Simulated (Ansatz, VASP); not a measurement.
# One calculation of Cr, two programs

```
Cr
1.0
     2.53647    0.00000    0.00000
    -1.26824    2.19665    0.00000
     0.00000    0.00000    4.71764
Cr
2
Direct
  0.33333 0.66667 0.25000
  0.66666 0.33333 0.75000
```

Alike in both runs: task single point; functional r2SCAN; k mesh 15 × 15 × 7; no spin polarisation.

|  | VASP | Ansatz |
| --- | --- | --- |
| version | VASP 6.6.1 | Ansatz 0.2.0 |
| potentials or method | VASP PAW PBE potentials, release 64 (Cr_pv), cutoff 520 eV | PAW plane waves |
| occupations | fermi-dirac, width 0.1 eV | fermi-dirac |
| valence electrons in the cell | 24 | 28 |

VASP gave:

| Property | Result |
| --- | --- |
| pressure (GPa) | -22.2 |
| traceless stress, the component that is largest in VASP (GPa) | -2.31 |

Which values does Ansatz return?

Pressure (GPa): -22.7; traceless stress, the component that is largest in VASP (GPa): -2.38.

VASP's potentials were made for PBE, not for r2SCAN. VASP's potentials hold 24 valence electrons a cell and Ansatz's 28, so a difference there can come from the potentials and not from the codes. Ansatz's warnings: structure snapped to symmetry.
